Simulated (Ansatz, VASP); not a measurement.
**Two plane-wave programs on SiNi2**

```
Si Ni
1.0
     3.83600    0.00000    0.00000
    -1.91800    3.32207    0.00000
     0.00000    0.00000    4.94800
Si Ni
2 4
Direct
  0.33333 0.66667 0.75000
  0.66667 0.33333 0.25000
  0.00000 0.00000 0.00000
  0.00000 0.00000 0.50000
  0.33333 0.66667 0.25000
  0.66667 0.33333 0.75000
```

Alike in both runs: task single point; functional PBE; k mesh 12 × 12 × 8; occupations gaussian, width 0.05 eV; collinear spin.

```csv
,VASP,Ansatz
version,VASP 6.6.1,Ansatz 0.2.0
potentials or method,"VASP PAW PBE potentials, release 64 (Si, Ni), cutoff 520 eV","scalar-relativistic, plane waves, PAW"
valence electrons in the cell,48,80
```

```csv
,VASP,Ansatz,Ansatz less VASP
gap on the k mesh at the Fermi level (eV),none,none,-
net moment per atom (μB),0.00,0.00,0.000
```

A gap of «none» marks a metal or a gap that the smearing closes. VASP's potentials hold 48 valence electrons a cell and Ansatz's 80, so a difference there can come from the potentials and not from the codes.
